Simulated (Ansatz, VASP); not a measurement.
Be4ZnSe: VASP beside Ansatz

```
Be Zn Se
1.0
     3.76342    0.00000    0.00000
    -1.88171    3.25922    0.00000
     0.00000    0.00000    6.83520
Be Zn Se
4 1 1
Direct
  0.33333 0.66667 0.50000
  0.33333 0.66667 0.00000
  0.00000 0.00000 0.35407
  0.00000 0.00000 0.64593
  0.66667 0.33333 0.50000
  0.00000 0.00000 0.00000
```

Alike in both runs: functional PBE; k mesh 4 × 4 × 3; occupations gaussian, width 0.2 eV; no spin polarisation.

Ansatz relaxed the structure, and its values are those at the end. VASP's run is a single point on that final structure, the one shown.

```csv
,VASP,Ansatz
version,VASP 6.6.1,Ansatz 0.2.0
potentials or method,"VASP PAW PBE potentials, release 64 (Be, Zn, Se), cutoff 600 eV","scalar-relativistic, plane waves, PAW"
valence electrons in the cell,26,36
```

|  | VASP | Ansatz | Ansatz less VASP |
| --- | --- | --- | --- |
| gap on the k mesh at the Fermi level (eV) | none | none | - |
| pressure (GPa) | 0.1 | -0.1 | -0.19 |
| rms of the force components (eV/Å) | 0.006 | 0.001 | -0.0054 |

A gap of «none» marks a metal or a gap that the smearing closes. VASP's potentials hold 26 valence electrons a cell and Ansatz's 36, so a difference there can come from the potentials and not from the codes.

The k mesh is coarse, so the values compare programs but aren't converged.
